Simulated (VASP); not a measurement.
# Be3Nb2P4 (Fmmm) in VASP: notebook

The runs below take Be3Nb2P4 through single point, relaxation of cell and atoms, with PBE.

All numbers are computed with VASP 6.6.1; they aren't measurements. Logs are shortened: lines on timing, memory, paths and dates and some standing lists are left out, and cuts for length are marked.

### 1 The cell of the first run

It takes space group Fmmm (No. 69, orthorhombic). Conventional cell: a = 4.649 Å, b = 8.221 Å, c = 11.741 Å, α = 90.00°, β = 90.00°, γ = 90.00°. Within 3.0 Å of Be (site symmetry 2/m) lie 4 P at 2.25 Å and 4 Be at 2.32 to 2.36 Å and 4 Nb at 2.99 Å. Within 3.0 Å of Be (site symmetry mmm) lie 4 P at 2.24 Å and 4 Be at 2.36 Å and 4 Nb at 2.96 Å. Within 3.5 Å of Nb (site symmetry mm2) lie 8 P at 2.62 to 2.77 Å and 6 Be at 2.96 to 2.99 Å and 2 Nb at 3.21 Å. Within 3.0 Å of P (site symmetry m) lie 3 Be at 2.24 to 2.25 Å and 4 Nb at 2.62 to 2.77 Å and 4 P at 2.68 to 2.73 Å.

### 2 Single point, PBE

INCAR reads:

```
ALGO = Normal
EDIFF = 1E-7
ENCUT = 520
GGA = PE
ISIF = 2
ISMEAR = 0
LASPH = T
LCHARG = F
LREAL = F
LWAVE = F
NBANDS = 36
NELM = 80
PREC = Accurate
SIGMA = 0.1
```

KPOINTS reads:

```
k-points
0
Gamma
  4 4 4
```

POSCAR reads:

```
Be3Nb2P4
1.0
    0.0000000000      4.1104077727      5.8706256393
    2.3245284051      0.0000000000      5.8706256393
    2.3245284051      4.1104077727      0.0000000000
Be Nb P
3 2 4
Direct
    0.5000000000      0.5000000000      0.0000000000
    0.0000000000      0.0000000000      0.0000000000
    0.0000000000      0.0000000000      0.5000000000
    0.6559174506      0.6559174506      0.3440825494
    0.3440825494      0.3440825494      0.6559174506
    0.0108105550      0.6844767802      0.3155232198
    0.6844767802      0.0108105550      0.9891894450
    0.9891894450      0.3155232198      0.6844767802
    0.3155232198      0.9891894450      0.0108105550
```

Potentials or basis: VASP PAW PBE potentials, release 64 (Be, Nb_sv, P).

The run is started by

```
$ cat potpaw_PBE.64/Be/POTCAR potpaw_PBE.64/Nb_sv/POTCAR potpaw_PBE.64/P/POTCAR > POTCAR
$ mpirun -np 1 vasp_std > vasp.out
```

OUTCAR:

```text
EDIFF = 1E-7
   ENCUT = 520
   GGA = PE
   ISIF = 2
   ISMEAR = 0
   LASPH = T
   LREAL = F
   NELM = 80
   PREC = Accurate

 ion  position               nearest neighbor table
   1  0.500  0.500  0.000-   6 2.25   7 2.25   8 2.25   9 2.25   3 2.32   3 2.32   2 2.36   2 2.36

   2  0.000  0.000  0.000-   6 2.24   7 2.24   8 2.24   9 2.24   3 2.36   3 2.36   1 2.36   1 2.36

   3  0.000  0.000  0.500-   6 2.25   7 2.25   8 2.25   9 2.25   1 2.32   1 2.32   2 2.36   2 2.36

   4  0.656  0.656  0.344-   6 2.62   7 2.62   9 2.68   8 2.68   9 2.68   8 2.68   8 2.77   9 2.77

   5  0.344  0.344  0.656-   8 2.62   9 2.62   6 2.68   7 2.68   7 2.68   6 2.68   6 2.77   7 2.77

   6  0.011  0.684  0.316-   2 2.24   1 2.25   3 2.25   4 2.62   7 2.68   5 2.68   5 2.68   8 2.70
                             7 2.73   7 2.73   5 2.77
   7  0.684  0.011  0.989-   2 2.24   1 2.25   3 2.25   4 2.62   6 2.68   5 2.68   5 2.68   9 2.70
                             6 2.73   6 2.73   5 2.77
   8  0.989  0.316  0.684-   2 2.24   1 2.25   3 2.25   5 2.62   9 2.68   4 2.68   4 2.68   6 2.70
                             9 2.73   9 2.73   4 2.77
   9  0.316  0.989  0.011-   2 2.24   1 2.25   3 2.25   5 2.62   8 2.68   4 2.68   4 2.68   7 2.70
                             8 2.73   8 2.73   4 2.77

  LATTYP: Found a face centered orthorhombic cell.
 ALAT       =     4.6490568102
 B/A-ratio  =     1.7682759925
 C/A-ratio  =     2.5255125411

  Lattice vectors:

 A1 = (   0.0000000000,   4.1104077727,   5.8706256393)
 A2 = (   2.3245284051,   0.0000000000,   5.8706256393)
 A3 = (   2.3245284051,   4.1104077727,   0.0000000000)

Analysis of symmetry for initial positions (statically):
=====================================================================
 Subroutine PRICEL returns:
 Original cell was already a primitive cell.

 Routine SETGRP: Setting up the symmetry group for a
 face centered orthorhombic supercell.

 Subroutine GETGRP returns: Found  8 space group operations
 (whereof  8 operations were pure point group operations)
 out of a pool of  8 trial point group operations.

The static configuration has the point symmetry D_2h.

Analysis of symmetry for dynamics (positions and initial velocities):
=====================================================================
 Subroutine PRICEL returns:
 Original cell was already a primitive cell.

 Routine SETGRP: Setting up the symmetry group for a
 face centered orthorhombic supercell.

 Subroutine GETGRP returns: Found  8 space group operations
 (whereof  8 operations were pure point group operations)
 out of a pool of  8 trial point group operations.

The dynamic configuration has the point symmetry D_2h.

 Subroutine INISYM returns: Found  8 space group operations
 (whereof  8 operations are pure point group operations),
 and found     1 'primitive' translations

----------------------------------------------------------------------------------------

                                     Primitive cell

  volume of cell :     112.1848

  direct lattice vectors                    reciprocal lattice vectors
     0.000000000  4.110407773  5.870625639    -0.215097393  0.121642432  0.085169798
     2.324528405  0.000000000  5.870625639     0.215097393 -0.121642432  0.085169798
     2.324528405  4.110407773  0.000000000     0.215097393  0.121642432 -0.085169798

  length of vectors
     7.166568039  6.314085659  4.722169455     0.261376480  0.261376480  0.261376480

  position of ions in fractional coordinates (direct lattice)
     0.500000000  0.500000000  1.000000000
     0.000000000  0.000000000  0.000000000
     1.000000000  0.000000000  0.500000000
     0.655917451  0.655917451  0.344082549
     0.344082549  0.344082549  0.655917451
     0.010810555  0.684476780  0.315523220
     0.684476780  0.010810555  0.989189445
     0.989189445  0.315523220  0.684476780
     0.315523220  0.989189445  0.010810555

  ion indices of the primitive-cell ions
   primitive index   ion index
                 1           1
                 2           2
                 3           3
                 4           4
                 5           5
                 6           6
                 7           7
                 8           8
                 9           9

----------------------------------------------------------------------------------------

 KPOINTS: k-points

Automatic generation of k-mesh.
 Grid dimensions read from file:
 generate k-points for:    4    4    4

 Generating k-lattice:

  Cartesian coordinates                     Fractional coordinates (reciprocal lattice)
    -0.053774348  0.030410608  0.021292450     0.250000000  0.000000000 -0.000000000
     0.053774348 -0.030410608  0.021292450     0.000000000  0.250000000  0.000000000
     0.053774348  0.030410608 -0.021292450    -0.000000000 -0.000000000  0.250000000

  Length of vectors
     0.065344120  0.065344120  0.065344120

  Shift w.r.t. Gamma in fractional coordinates (k-lattice)
     0.000000000  0.000000000  0.000000000

 Subroutine IBZKPT returns following result:
 ===========================================

 Found     18 irreducible k-points:

 Following reciprocal coordinates:
            Coordinates               Weight
  0.000000  0.000000  0.000000      1.000000
  0.250000  0.000000  0.000000      8.000000
  0.500000  0.000000  0.000000      4.000000
  0.250000  0.250000  0.000000      2.000000
  0.500000  0.250000  0.000000      8.000000
 -0.250000  0.250000 -0.000000      4.000000
[... 10 lines left out ...]
 -0.250000  0.250000  0.500000      2.000000
  0.000000  0.500000  0.500000      1.000000
   k-points           NKPTS =     18   k-points in BZ     NKDIM =     18   number of bands    NBANDS=     36
   number of dos      NEDOS =    301   number of ions     NIONS =      9
   total plane-waves  NPLWV =  93312
   dimension x,y,z NGX =    54 NGY =   48 NGZ =   36
   dimension x,y,z NGXF=   108 NGYF=   96 NGZF=   72
   ions per type =               3   2   4
   NGX,Y,Z   is equivalent  to a cutoff of  12.53, 12.64, 12.67 a.u.
   NGXF,Y,Z  is equivalent  to a cutoff of  25.05, 25.28, 25.35 a.u.
 SYSTEM =  unknown system
   PREC   = accura    normal or accurate (medium, high low for compatibility)
   ISTART =      0    job   : 0-new  1-cont  2-samecut
   ICHARG =      2    charge: 1-file 2-atom 10-const
   ISPIN  =      1    spin polarized calculation?
   LNONCOLLINEAR =      F non collinear calculations
   LSORBIT =      F    spin-orbit coupling
   LASPH  =      T    aspherical Exc in radial PAW
   ENCUT  =  520.0 eV  38.22 Ry    6.18 a.u.  13.33 11.74  8.78*2*pi/ulx,y,z
   NELM   =     80;   NELMIN=  2; NELMDL= -5     # of ELM steps
   EDIFF  = 0.1E-06   stopping-criterion for ELM
   LREAL  =      F    real-space projection
   EDIFFG = 0.1E-05   stopping-criterion for IOM
   NSW    =      0    number of steps for IOM
   IBRION =     -1    ionic relax: 0-MD 1-quasi-New 2-CG
   NFREE  =      0    steps in history (QN), initial steepest desc. (CG)
   ISIF   =      2    stress and relaxation
   ISYM   =      2    0-nonsym 1-usesym 2-fastsym
   POTIM  = 0.5000    time-step for ionic-motion
   TEBEG  =    0.0;   TEEND  =   0.0 temperature during run
   PSTRESS=    0.0 pullay stress
   NELECT =      52.0000    total number of electrons
   NUPDOWN=      -1.0000    fix difference up-down
   EMIN   =  10.00;   EMAX   =-10.00  energy-range for DOS
   EFERMI =   0.00;   METHOD = LEGACY
   ISMEAR =     0;   SIGMA  =   0.10  broadening in eV -4-tet -1-fermi 0-gaus
   EFERMI_NEDOS =   21; number of points for ismear=-14 and -15
   IALGO  =     38    algorithm
   IMIX   =      4    mixing-type and parameters
     AMIX     =   0.40;   BMIX     =  1.00
     AMIX_MAG =   1.60;   BMIX_MAG =  1.00
  volume/ion in A,a.u.               =      12.46        84.12
  Fermi-wavevector in a.u.,A,eV,Ry     =   1.266965  2.394216 21.840071  1.605200
  Thomas-Fermi vector in A             =   2.400138
   LORBIT       =      0    0 simple, 1 ext, 2 COOP (PROOUT), +10 PAW based schemes
   GGA     = PE    functional components
   LHFCALC =     F    Hartree Fock is set to
   AEXX    =    0.0000 exact exchange contribution
   IVDW    =     0    specifies the selected vdW correction
   LEPSILON=     F    determine dielectric tensor
   LRPA    =     F    only Hartree local field effects (RPA)
 non-spin polarized calculation
 Gauss-broadening in eV      SIGMA  =   0.10
  energy-cutoff  :      520.00
  volume of cell :      112.18
 maximum number of plane-waves:      3038
 NGX is ok and might be reduce to    54
   NGX = 27   NGY = 23   NGZ = 17

 number of electron      52.0000000 magnetization

 Free energy of the ion-electron system (eV)
  ---------------------------------------------------
  ext. energy  EPLUGINS =         0.00000000
  ---------------------------------------------------
  free energy    TOTEN  =       -55.45908547 eV

  energy without entropy =      -55.43777158  energy(sigma->0) =      -55.44842852

 E-fermi :  10.8887     XC(G=0): -11.7748

 val. band max:       10.8450873879   @ k =   0.5000   0.2500   0.0000
 cond. band min:      10.8897917600   @ k =   0.0000   0.5000   0.5000
 fundamental gap:      0.0447043722
 Fermi energy:        10.8886954418

 k-point     1 :       0.0000    0.0000    0.0000
  band No.  band energies     occupation
      1     -44.5542      2.00000
      2     -44.5228      2.00000
      3     -20.7250      2.00000
      4     -20.7233      2.00000
      5     -20.7067      2.00000
      6     -20.6626      2.00000
[... 28 lines left out ...]
     35      14.2410      0.00000
     36      14.3309      0.00000

 k-point     2 :       0.2500    0.0000    0.0000
  band No.  band energies     occupation
      1     -44.5495      2.00000
      2     -44.5272      2.00000
      3     -20.7429      2.00000
      4     -20.7340      2.00000
      5     -20.7033      2.00000
      6     -20.6721      2.00000
[... 28 lines left out ...]
     35      14.5402      0.00000
     36      15.0768      0.00000
[... 583 lines left out ...]
     35      14.8015      0.00000
     36      15.4616      0.00000

 k-point    18 :       0.0000    0.5000    0.5000
  band No.  band energies     occupation
      1     -44.5515      2.00000
      2     -44.5249      2.00000
      3     -20.7320      2.00000
      4     -20.7287      2.00000
      5     -20.6816      2.00000
      6     -20.6741      2.00000
[... 28 lines left out ...]
     35      14.9581      0.00000
     36      15.3797      0.00000

------------------------ aborting loop because EDIFF is reached ----------------------------------------

  FORCE on cell =-STRESS in cart. coord.  units (eV):
  Direction    XX          YY          ZZ          XY          YZ          ZX
  --------------------------------------------------------------------------------------
  -------------------------------------------------------------------------------------
  Total        0.0533178     -0.0916568      0.0385230      0.0000000      0.0000000      0.0000000
  in kB        0.7614628     -1.3090045      0.5501700      0.0000000      0.0000000      0.0000000
  external PRESSURE =       0.0008761 kB  Pullay stress =       0.0000000 kB

 VOLUME and BASIS-vectors are now :
 -----------------------------------------------------------------------------
  energy-cutoff  :      520.00
  volume of cell :      112.18
      direct lattice vectors                 reciprocal lattice vectors
     0.000000000  4.110407773  5.870625639    -0.215097393  0.121642432  0.085169798
     2.324528405  0.000000000  5.870625639     0.215097393 -0.121642432  0.085169798
     2.324528405  4.110407773  0.000000000     0.215097393  0.121642432 -0.085169798

 POSITION                                       TOTAL-FORCE (eV/Angst)
 -----------------------------------------------------------------------------------
      1.16226      2.05520      5.87063        -0.000000      0.000000     -0.000000
      0.00000      0.00000      0.00000         0.000000      0.000000     -0.000000
      1.16226      2.05520      0.00000         0.000000      0.000000     -0.000000
      2.32453      4.11041      7.70129         0.000000      0.000000     -0.014988
      2.32453      4.11041      4.03996         0.000000      0.000000      0.014988
      2.32453      1.34136      4.08177         0.000000      0.012582     -0.007952
      2.32453      6.87945      4.08177         0.000000     -0.012582     -0.007952
      2.32453      6.87945      7.65948         0.000000     -0.012582      0.007952
      2.32453      1.34136      7.65948         0.000000      0.012582      0.007952
 -----------------------------------------------------------------------------------
    total drift:                                0.000000      0.000000      0.000000

  FREE ENERGIE OF THE ION-ELECTRON SYSTEM (eV)
  ---------------------------------------------------
  free  energy   TOTEN  =       -55.4590854694 eV

  energy  without entropy=      -55.4377715792  energy(sigma->0) =      -55.44842852
```

Run time: 55 s. Hardware: 1 thread of Intel Xeon 6975P-C (Granite Rapids), shared host; peak memory 0.31 GiB.

What came out:

* Free energy: -55.4591 eV
* Pressure: 0.0 GPa
* Largest force: 0.015 eV/Å
* Band gap on the k mesh: zero (band 26 reaches 11.68 eV, above the bottom of band 27 at 10.68 eV)

Forces on the atoms (eV/Å):
```
Be   0.000  0.000  0.000
Be   0.000  0.000  0.000
Be   0.000  0.000  0.000
Nb   0.000  0.000 -0.015
Nb   0.000  0.000  0.015
P    0.000  0.013 -0.008
P    0.000 -0.013 -0.008
P    0.000 -0.013  0.008
P    0.000  0.013  0.008
```

Levels at points of the mesh, in eV from the Fermi level:
```
           k point  band 22  band 23  band 24  band 25  band 26  band 27  band 28  band 29  band 30  band 31
(0.00, 0.00, 0.00)    -2.75    -2.32    -1.73    -1.16    -0.60     0.64     1.05     1.96     2.14     2.29
(0.50, 0.00, 0.00)    -2.65    -2.50    -0.92    -0.52    -0.19     0.52     0.91     1.22     1.38     1.81
(0.50, 0.50, 0.00)    -2.79    -2.75    -1.14    -0.43     0.79     0.91     0.91     1.43     1.49     2.17
(0.50, 0.00, 0.50)    -2.16    -1.50    -1.41    -1.37    -0.49    -0.21     0.07     1.35     1.68     2.11
(0.00, 0.50, 0.50)    -2.83    -2.47    -1.68    -1.27    -0.27     0.00     0.01     1.02     1.67     1.71
```

Caveat: the k points lie up to 0.41 Å⁻¹ apart.

(Continued in part 2 of 2.)
